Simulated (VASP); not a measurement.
# ZnS (I-4m2) in VASP: single point with PBEsol

Aim: the single point of ZnS with PBEsol.

Everything below comes from runs of VASP 6.6.1. Logs are shortened: lines on timing, memory, paths and dates and some standing lists are left out, and cuts for length are marked.

### Step 1. The cell of the first run

Symmetry: I-4m2, No. 119, tetragonal system. Conventional cell: a = 3.863 Å, b = 3.863 Å, c = 5.226 Å, α = 90.00°, β = 90.00°, γ = 90.00°. Zn (site symmetry -4m2) has 4 S at 2.33 Å within 3.1 Å. S (site symmetry -4m2) has 4 Zn at 2.33 Å within 3.1 Å.

### Step 2. Single point, PBEsol (in-plane strain +0.02, then relaxed in part)

Contents of INCAR:

```
PREC     = Accurate       # precision mode
ENCUT    = 500            # plane-wave cutoff, eV
EDIFF    = 1E-6           # SCF threshold, eV
ISMEAR   = 0              # smearing method
SIGMA    = 0.01           # smearing width, eV
LREAL    = False          # projectors in reciprocal space
LASPH    = True           # aspherical terms in the spheres
NELM     = 120            # most SCF steps
ALGO     = Normal         # electronic algorithm
ISIF     = 2              # what is computed and relaxed
LWAVE    = False          # write WAVECAR
LCHARG   = False          # write CHGCAR
GGA      = PS             # functional
NBANDS   = 16             # bands
GGA_COMPAT= False
```

Contents of KPOINTS:

```
Automatic mesh
0
Gamma
  8 8 8
```

Contents of POSCAR:

```
ZnS
1.0
    2.7313249935      2.7313249935      0.0000000000
   -2.7313249935      2.7313249935      0.0000000000
    0.0000000000      2.7313249935      2.6128375748
Zn S
1 1
Direct
    0.7500000000      0.2500000000      0.5000000000
    0.0000000000      0.0000000000      0.0000000000
```

Potentials or basis: VASP PAW PBE potentials, release 64 (Zn, S).

The run is started by

```bash
$ cat potpaw_PBE.64/Zn/POTCAR potpaw_PBE.64/S/POTCAR > POTCAR
$ mpirun -np 1 vasp_std > vasp.out
```

OUTCAR:

```text
PREC = Accurate
   ENCUT = 500
   EDIFF = 1E-6
   ISMEAR = 0
   LREAL = False
   LASPH = True
   NELM = 120
   ISIF = 2
   GGA = PS

 ion  position               nearest neighbor table
   1  0.750  0.250  0.500-   2 2.33   2 2.33   2 2.33   2 2.33
   2  0.000  0.000  0.000-   1 2.33   1 2.33   1 2.33   1 2.33

  LATTYP: Found a body centered tetragonal cell.
 ALAT       =     3.8626768491
 C/A-ratio  =     1.3528636626

  Lattice vectors:

 A1 = (   2.7313249935,   0.0000000000,  -2.6128375748)
 A2 = (  -2.7313249935,   0.0000000000,  -2.6128375748)
 A3 = (   0.0000000000,   2.7313249935,   2.6128375748)

Analysis of symmetry for initial positions (statically):
=====================================================================
 Subroutine PRICEL returns:
 Original cell was already a primitive cell.

 Routine SETGRP: Setting up the symmetry group for a
 body centered tetragonal supercell.

 Subroutine GETGRP returns: Found  8 space group operations
 (whereof  8 operations were pure point group operations)
 out of a pool of 16 trial point group operations.

The static configuration has the point symmetry D_2d.

Analysis of symmetry for dynamics (positions and initial velocities):
=====================================================================
 Subroutine PRICEL returns:
 Original cell was already a primitive cell.

 Routine SETGRP: Setting up the symmetry group for a
 body centered tetragonal supercell.

 Subroutine GETGRP returns: Found  8 space group operations
 (whereof  8 operations were pure point group operations)
 out of a pool of 16 trial point group operations.

The dynamic configuration has the point symmetry D_2d.

 Subroutine INISYM returns: Found  8 space group operations
 (whereof  8 operations are pure point group operations),
 and found     1 'primitive' translations

----------------------------------------------------------------------------------------

                                     Primitive cell

  volume of cell :      38.9842

  direct lattice vectors                    reciprocal lattice vectors
     2.731324993  2.731324993  0.000000000     0.183061335  0.183061335 -0.191362833
    -2.731324993  2.731324993  0.000000000    -0.183061335  0.183061335 -0.191362833
     0.000000000  2.731324993  2.612837575     0.000000000  0.000000000  0.382725666

  length of vectors
     3.862676849  3.862676849  3.779822273     0.321935768  0.321935768  0.382725666

  position of ions in fractional coordinates (direct lattice)
     0.750000000  0.250000000  0.500000000
     0.000000000  0.000000000  0.000000000

  ion indices of the primitive-cell ions
   primitive index   ion index
                 1           1
                 2           2

----------------------------------------------------------------------------------------

 KPOINTS: Automatic mesh

Automatic generation of k-mesh.
 Grid dimensions read from file:
 generate k-points for:    8    8    8

 Generating k-lattice:

  Cartesian coordinates                     Fractional coordinates (reciprocal lattice)
     0.022882667  0.022882667 -0.023920354     0.125000000  0.000000000  0.000000000
    -0.022882667  0.022882667 -0.023920354     0.000000000  0.125000000  0.000000000
     0.000000000  0.000000000  0.047840708     0.000000000  0.000000000  0.125000000

  Length of vectors
     0.040241971  0.040241971  0.047840708

  Shift w.r.t. Gamma in fractional coordinates (k-lattice)
     0.000000000  0.000000000  0.000000000

 Subroutine IBZKPT returns following result:
 ===========================================

 Found     59 irreducible k-points:

 Following reciprocal coordinates:
            Coordinates               Weight
  0.000000  0.000000  0.000000      1.000000
  0.125000  0.000000  0.000000      8.000000
  0.250000  0.000000  0.000000      8.000000
  0.375000  0.000000  0.000000      8.000000
  0.500000  0.000000  0.000000      4.000000
  0.125000  0.125000  0.000000      8.000000
[... 16 lines left out ...]
  0.250000  0.000000  0.125000      4.000000
  0.375000  0.000000  0.125000      8.000000
 [... further k-points ...]
   k-points           NKPTS =     59   k-points in BZ     NKDIM =     59   number of bands    NBANDS=     16
   number of dos      NEDOS =    301   number of ions     NIONS =      2
   total plane-waves  NPLWV =  21952
   dimension x,y,z NGX =    28 NGY =   28 NGZ =   28
   dimension x,y,z NGXF=    56 NGYF=   56 NGZF=   56
   ions per type =               1   1
   NGX,Y,Z   is equivalent  to a cutoff of  12.05, 12.05, 12.32 a.u.
   NGXF,Y,Z  is equivalent  to a cutoff of  24.10, 24.10, 24.63 a.u.
 SYSTEM =  unknown system
   PREC   = accura    normal or accurate (medium, high low for compatibility)
   ISTART =      0    job   : 0-new  1-cont  2-samecut
   ICHARG =      2    charge: 1-file 2-atom 10-const
   ISPIN  =      1    spin polarized calculation?
   LNONCOLLINEAR =      F non collinear calculations
   LSORBIT =      F    spin-orbit coupling
   LASPH  =      T    aspherical Exc in radial PAW
   ENCUT  =  500.0 eV  36.75 Ry    6.06 a.u.   7.04  7.04  6.89*2*pi/ulx,y,z
   NELM   =    120;   NELMIN=  2; NELMDL= -5     # of ELM steps
   EDIFF  = 0.1E-05   stopping-criterion for ELM
   LREAL  =      F    real-space projection
   EDIFFG = 0.1E-04   stopping-criterion for IOM
   NSW    =      0    number of steps for IOM
   IBRION =     -1    ionic relax: 0-MD 1-quasi-New 2-CG
   NFREE  =      0    steps in history (QN), initial steepest desc. (CG)
   ISIF   =      2    stress and relaxation
   ISYM   =      2    0-nonsym 1-usesym 2-fastsym
   POTIM  = 0.5000    time-step for ionic-motion
   TEBEG  =    0.0;   TEEND  =   0.0 temperature during run
   PSTRESS=    0.0 pullay stress
   NELECT =      18.0000    total number of electrons
   NUPDOWN=      -1.0000    fix difference up-down
   EMIN   =  10.00;   EMAX   =-10.00  energy-range for DOS
   EFERMI =   0.00;   METHOD = LEGACY
   ISMEAR =     0;   SIGMA  =   0.01  broadening in eV -4-tet -1-fermi 0-gaus
   EFERMI_NEDOS =   21; number of points for ismear=-14 and -15
   IALGO  =     38    algorithm
   IMIX   =      4    mixing-type and parameters
     AMIX     =   0.40;   BMIX     =  1.00
     AMIX_MAG =   1.60;   BMIX_MAG =  1.00
  volume/ion in A,a.u.               =      19.49       131.54
  Fermi-wavevector in a.u.,A,eV,Ry     =   1.265327  2.391120 21.783624  1.601051
  Thomas-Fermi vector in A             =   2.398585
   LORBIT       =      0    0 simple, 1 ext, 2 COOP (PROOUT), +10 PAW based schemes
   GGA     = PS    functional components
   LHFCALC =     F    Hartree Fock is set to
   AEXX    =    0.0000 exact exchange contribution
   IVDW    =     0    specifies the selected vdW correction
   LEPSILON=     F    determine dielectric tensor
   LRPA    =     F    only Hartree local field effects (RPA)
 non-spin polarized calculation
 Gauss-broadening in eV      SIGMA  =   0.01
  energy-cutoff  :      500.00
  volume of cell :       38.98
 maximum number of plane-waves:      1004
   NGX = 15   NGY = 15   NGZ = 13

 number of electron      18.0000017 magnetization

 Free energy of the ion-electron system (eV)
  ---------------------------------------------------
  ext. energy  EPLUGINS =         0.00000000
  ---------------------------------------------------
  free energy    TOTEN  =        -7.58083436 eV

  energy without entropy =       -7.58083436  energy(sigma->0) =       -7.58083436

 E-fermi :   2.2974     XC(G=0):  -9.9079

 val. band max:        2.2189345473   @ k =   0.0000   0.0000   0.0000
 cond. band min:       4.1472645397   @ k =   0.0000   0.0000   0.0000
 fundamental gap:      1.9283299924
 Fermi energy:         2.2974056029

 k-point     1 :       0.0000    0.0000    0.0000
  band No.  band energies     occupation
      1     -11.1103      2.00000
      2      -4.3004      2.00000
      3      -4.3004      2.00000
      4      -4.2756      2.00000
      5      -3.7895      2.00000
      6      -3.7747      2.00000
[... 8 lines left out ...]
     15      13.7917      0.00000
     16      14.2299      0.00000

 k-point     2 :       0.1250    0.0000    0.0000
  band No.  band energies     occupation
      1     -10.9890      2.00000
      2      -4.2979      2.00000
      3      -4.2799      2.00000
      4      -4.2576      2.00000
      5      -3.7898      2.00000
      6      -3.7779      2.00000
[... 8 lines left out ...]
     15      13.4459      0.00000
     16      14.6630      0.00000

 k-point     3 :       0.2500    0.0000    0.0000
  band No.  band energies     occupation
      1     -10.6712      2.00000
      2      -4.2590      2.00000
      3      -4.2364      2.00000
      4      -4.2072      2.00000
      5      -3.7816      2.00000
      6      -3.7790      2.00000
[... 8 lines left out ...]
     15      13.0692      0.00000
     16      14.2412      0.00000

 k-point     4 :       0.3750    0.0000    0.0000
  band No.  band energies     occupation
      1     -10.3083      2.00000
      2      -4.2038      2.00000
      3      -4.1726      2.00000
      4      -4.0436      2.00000
      5      -3.7664      2.00000
      6      -3.7576      2.00000
[... 8 lines left out ...]
     15      14.2483      0.00000
     16      14.2513      0.00000

 k-point     5 :       0.5000    0.0000    0.0000
  band No.  band energies     occupation
      1     -10.1406      2.00000
      2      -4.1942      2.00000
      3      -4.1577      2.00000
      4      -3.7654      2.00000
      5      -3.7422      2.00000
      6      -3.5794      2.00000
[... 8 lines left out ...]
     15      15.3418      0.00000
     16      15.7322      0.00000

 k-point     6 :       0.1250    0.1250    0.0000
  band No.  band energies     occupation
      1     -10.7980      2.00000
      2      -4.2955      2.00000
      3      -4.2460      2.00000
      4      -4.2245      2.00000
      5      -3.7970      2.00000
      6      -3.7690      2.00000
[... 8 lines left out ...]
     15      13.5111      0.00000
     16      15.6766      0.00000
[... 267 lines left out ...]
 k-point    21 :       0.5000    0.5000    0.0000
  band No.  band energies     occupation
      1      -9.8406      2.00000
      2      -4.3498      2.00000
      3      -3.9655      2.00000
      4      -3.9108      2.00000
      5      -3.7088      2.00000
      6      -3.5877      2.00000
[... 8 lines left out ...]
     15      15.8059      0.00000
     16      16.6286      0.00000

 k-point    22 :       0.0000    0.0000    0.1250
  band No.  band energies     occupation
      1     -10.9403      2.00000
      2      -4.3021      2.00000
      3      -4.2621      2.00000
      4      -4.2621      2.00000
      5      -3.7907      2.00000
      6      -3.7761      2.00000
[... 8 lines left out ...]
     15      13.7297      0.00000
     16      15.3245      0.00000

 k-point    23 :       0.2500    0.0000    0.1250
  band No.  band energies     occupation
      1     -10.8084      2.00000
      2      -4.2906      2.00000
      3      -4.2541      2.00000
      4      -4.2123      2.00000
      5      -3.8025      2.00000
      6      -3.7700      2.00000
[... 8 lines left out ...]
     15      13.3070      0.00000
     16      15.8388      0.00000

 k-point    24 :       0.3750    0.0000    0.1250
  band No.  band energies     occupation
      1     -10.4725      2.00000
      2      -4.2059      2.00000
      3      -4.2011      2.00000
      4      -4.1659      2.00000
      5      -3.7981      2.00000
      6      -3.7609      2.00000
[... 8 lines left out ...]
     15      14.2444      0.00000
     16      15.7190      0.00000

 [... further k-points ...]

------------------------ aborting loop because EDIFF is reached ----------------------------------------

  FORCE on cell =-STRESS in cart. coord.  units (eV):
  Direction    XX          YY          ZZ          XY          YZ          ZX
  --------------------------------------------------------------------------------------
  -------------------------------------------------------------------------------------
  Total       -0.3782096     -0.3782096      0.0436321      0.0000000      0.0000000      0.0000000
  in kB      -15.5436822    -15.5436822      1.7931948      0.0000000      0.0000000      0.0000000
  external PRESSURE =      -9.7647232 kB  Pullay stress =       0.0000000 kB

 VOLUME and BASIS-vectors are now :
 -----------------------------------------------------------------------------
  energy-cutoff  :      500.00
  volume of cell :       38.98
      direct lattice vectors                 reciprocal lattice vectors
     2.731324993  2.731324993  0.000000000     0.183061335  0.183061335 -0.191362833
    -2.731324993  2.731324993  0.000000000    -0.183061335  0.183061335 -0.191362833
     0.000000000  2.731324993  2.612837575     0.000000000  0.000000000  0.382725666

 POSITION                                       TOTAL-FORCE (eV/Angst)
 -----------------------------------------------------------------------------------
      1.36566      4.09699      1.30642        -0.000000     -0.000000      0.000000
      0.00000      0.00000      0.00000         0.000000      0.000000      0.000000
 -----------------------------------------------------------------------------------
    total drift:                                0.000001      0.000000     -0.000000

  FREE ENERGIE OF THE ION-ELECTRON SYSTEM (eV)
  ---------------------------------------------------
  free  energy   TOTEN  =        -7.5808343637 eV

  energy  without entropy=       -7.5808343637  energy(sigma->0) =       -7.58083436
```

Wall time 25 s (1 thread of Intel Xeon Platinum 8259CL at 2.50GHz (Skylake/Cascade Lake), shared host); peak memory 0.17 GiB.

Results:

* Free energy: -7.5808 eV
* Pressure: -1.0 GPa
* Band gap on the k mesh: 1.93 eV, direct

Levels at points of the mesh, in eV from the valence-band top:
| k point | band 6 | band 7 | band 8 | band 9 | band 10 | band 11 | band 12 | band 13 |
| --- | --- | --- | --- | --- | --- | --- | --- | --- |
| (0.00, 0.00, 0.00) | -5.99 | -0.14 | -0.14 | 0.00 | 1.93 | 6.22 | 6.22 | 6.22 |
| (0.50, 0.00, 0.00) | -5.80 | -5.52 | -1.11 | -0.87 | 3.10 | 6.54 | 6.97 | 8.66 |
| (0.50, 0.50, 0.00) | -5.81 | -4.83 | -2.35 | -2.25 | 3.20 | 4.02 | 10.64 | 11.63 |
| (0.00, 0.00, 0.50) | -5.73 | -4.57 | -2.54 | -2.54 | 2.98 | 3.58 | 11.14 | 11.80 |

Caveat: the cell differs from its parent crystal (in-plane strain +0.02, then relaxed in part); the PAW data sets were made with another functional, which shifts forces and pressure a little.
